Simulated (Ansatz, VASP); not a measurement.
**One calculation of Mg, two programs**

```
CELL_PARAMETERS angstrom
3.20927 0.00000 0.00000
-1.60464 2.77931 0.00000
0.00000 0.00000 5.21033
ATOMIC_POSITIONS crystal
Mg 0.26322 0.66667 0.25000
Mg 0.66667 0.33333 0.75000
```

Alike in both runs: task single point; functional PBEsol; k mesh 18 × 18 × 10; occupations gaussian, width 0.15 eV; no spin polarisation.

|  | VASP | Ansatz |
| --- | --- | --- |
| version | VASP 6.6.1 | Ansatz 0.2.0 |
| potentials or method | VASP PAW PBE potentials, release 64 (Mg), cutoff 520 eV | scalar-relativistic, plane waves, PAW |
| valence electrons in the cell | 4 | 20 |

Ansatz gave:

- gap on the k mesh at the Fermi level (eV): none
- pressure (GPa): -1.0
- traceless stress, the component that is largest in VASP (GPa): 0.55
- rms of the force components (eV/Å): 0.087

Question: Estimate VASP's values.

Answer: gap on the k mesh at the Fermi level (eV): none; pressure (GPa): -1.1; traceless stress, the component that is largest in VASP (GPa): 0.55; rms of the force components (eV/Å): 0.087.

VASP's potentials were made for PBE, not for PBEsol. Atom by atom the forces differ by 0.000 eV/Å (rms over components). A gap of «none» marks a metal or a gap that the smearing closes. The functional is the same, so the differences come from potentials, cutoffs and numerics. VASP's potentials hold 4 valence electrons a cell and Ansatz's 20, so a difference there can come from the potentials and not from the codes.
